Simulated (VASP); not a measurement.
Runs of VASP 6.6.1 on Si5P. The structure is that of space group F-43m (No. 216), or close to it. The cells are those of the table. 

```tsv
task	cell	k mesh	cutoff (eV)	gap on the mesh (eV)	pressure (GPa)	relaxed volume (Å³/atom)	largest force (eV/Å)
relaxation of cell and atoms	relaxed from a = 5.065 Å, angles 60.0°, 6 atoms	10 × 10 × 10	600	none	0.0	(b)	-
single point	a = 5.065 Å, angles 60.0°, 6 atoms	4 × 4 × 4	520	none	(a)	-	-
single point	a = 5.218 Å, angles 60.0°, 6 atoms	4 × 4 × 4	520	none	-6.0	-	0.11
relaxation of cell and atoms	relaxed from a = 5.218 Å, angles 60.0°, 6 atoms	4 × 4 × 4	600	none	-0.1	15.36	0.02
single point	a = 5.062 Å, angles 60.0°, 6 atoms	10 × 10 × 10	520	none	0.0	-	-
```

Alike in all rows: level PBE; potentials or basis VASP PAW PBE potentials, release 64 (Si, P); no spin polarisation; smearing gaussian 0.1 eV.

Question: Estimate the missing entries.

Answer: (a) 0.1; (b) 15.27.

Caveats: some runs use coarse meshes.

A gap of «none» marks levels without a gap at the run's occupations.
